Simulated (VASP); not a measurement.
Write the native input for VASP 6.6.1 that does the following.

```
Task                   : relaxation of cell and atoms
Functional             : PBEsol
Potentials or basis    : VASP PAW PBE potentials, release 64 (Hg, Te)
Cutoff                 : 600 eV
k mesh                 : 7 × 7 × 7
Occupations            : fermi-dirac, width 0.05 eV
Spin                   : no spin polarisation
Dipole correction      : no
Further INCAR settings : ALGO = Normal; EDIFF = 1e-07; IBRION = 2; EDIFFG = -0.01; NSW = 60; ISIF = 3
```

The structure of HgTe (Coloradoite) lies in POSCAR:

```
HgTe
1.0
    0.0000000000      3.2145000000      3.2145000000
    3.2145000000      0.0000000000      3.2145000000
    3.2145000000      3.2145000000      0.0000000000
Hg Te
1 1
Direct
    0.0000000000      0.0000000000      0.0000000000
    0.7500000000      0.7500000000      0.7500000000
```

One way to write it, as run:

INCAR

```
PREC = Accurate
ENCUT = 600
EDIFF = 1E-7
ISMEAR = -1
SIGMA = 0.05
LREAL = False
LASPH = True
NELM = 80
ALGO = Normal
ISIF = 3
LWAVE = False
LCHARG = False
GGA = PS
IBRION = 2
NSW = 60
EDIFFG = -0.01
```

KPOINTS

```
regular mesh
0
Gamma
  7 7 7
```

Potentials or basis: VASP PAW PBE potentials, release 64 (Hg, Te).

Run with:

```sh
$ cat potpaw_PBE.64/Hg/POTCAR potpaw_PBE.64/Te/POTCAR > POTCAR
$ mpirun -np 1 vasp_std > vasp.out
```

It gave:

```
Relaxed volume                         : 34.61 Å³/atom
Relaxed cell                           : a = 4.609 Å, b = 4.609 Å, c = 4.609 Å, α = 60.00°, β = 60.00°, γ = 60.00°
Space group after relaxing (to 0.05 Å) : F-43m (No. 216)
Energy gained by relaxing              : 8.0 meV/atom
Ionic steps                            : 3
Pressure after relaxing                : 0.0 GPa
Band gap on the k mesh                 : zero (filled and empty bands touch)
```

Caveat: the PAW data sets were made with another functional, which shifts forces and pressure a little; spin-orbit coupling is left out, which moves the levels of the heavy elements.

It took 37 s on 1 thread of Intel(R) Xeon(R) Platinum 8559C (Emerald Rapids), with other jobs on the host, peak memory 0.22 GiB.
